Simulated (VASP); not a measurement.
BaTe, 2 atoms in the cell. The structure is trigonal, space group R-3m (No. 166). The conventional cell has a = 4.929 Å, b = 4.929 Å, c = 12.388 Å, α = 90.00°, β = 90.00°, γ = 120.00°. Ba (site symmetry -3m) has 6 Te at 3.52 Å within 4.6 Å. Te (site symmetry -3m) has 6 Ba at 3.52 Å within 4.6 Å.  This cell differs from its parent crystal: epitaxial 111 strain -1.3%.

| Item | Value |
| --- | --- |
| Program | VASP 6.6.1 |
| Task | single point |
| Functional | PBE |
| Potentials or basis | VASP PAW PBE potentials, release 64 (Ba_sv, Te) |
| Cutoff | 520 eV |
| k mesh | 6 × 6 × 6 |
| Occupations | fermi-dirac, width 0.02 eV |
| Spin | no spin polarisation |
| Dipole correction | no |
| Further INCAR settings | ALGO = Normal; EDIFF = 1e-06; NBANDS = 15 |

Potentials or basis: VASP PAW PBE potentials, release 64 (Ba_sv, Te).

The run is started by

```console
$ cat potpaw_PBE.64/Ba_sv/POTCAR potpaw_PBE.64/Te/POTCAR > POTCAR
$ mpirun -np 1 vasp_std > vasp.out
```

Hardware: 1 thread of Intel Xeon 6975P-C, with other jobs on the host.

How long does it take, and how much memory?

Wall time 47 s on 1 thread of Intel Xeon 6975P-C, with other jobs on the host, peak memory 0.25 GiB. Counts: scf iterations 13, k points 32.
